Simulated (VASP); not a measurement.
A run of VASP 6.6.1 is set up as follows.

The input INCAR:

```
SYSTEM = Ir
ALGO = Normal ; EDIFF = 1E-6
EDIFFG = -0.01 ; ENCUT = 600
GGA = PE ; IBRION = 2
ISIF = 3 ; ISMEAR = -1
ISPIN = 2 ; LASPH = .TRUE.
LCHARG = .FALSE. ; LMAXMIX = 4
LORBIT = 11 ; LREAL = .FALSE.
LWAVE = .FALSE. ; MAGMOM = 1
NELM = 150 ; NSW = 80
PREC = Accurate ; SIGMA = 0.05
```

File KPOINTS:

```
k-points
0
G
  14 14 14
  0 0 0
```

POSCAR

```
Ir
1.0
    0.0000000000      1.9197000000      1.9197000000
    1.9197000000      0.0000000000      1.9197000000
    1.9197000000      1.9197000000      0.0000000000
Ir
1
Direct
    0.0000000000      0.0000000000      0.0000000000
```

Potentials or basis: VASP PAW PBE potentials, release 64 (Ir).

Command:

```bash
$ cat potpaw_PBE.64/Ir/POTCAR > POTCAR
$ mpirun -np 1 vasp_std > vasp.out
```

Q: Predict the net moment.

A: 0.00 μB per cell.

Q: What does it give for the space group after relaxing (to 0.05 Å)?

A: Fm-3m (No. 225).

The path:
```
step  energy change (eV)  largest force (eV/Å)  pressure (GPa)  volume (Å³)
   1              0.0000                0.0000            9.94        14.15
   2              0.1250                0.0000          -26.44        16.02
   3             -0.0115                0.0000           -0.39        14.55
   4             -0.0115                0.0000           -0.05        14.53
```

 PBE usually gives volumes a little too large and moduli too small.
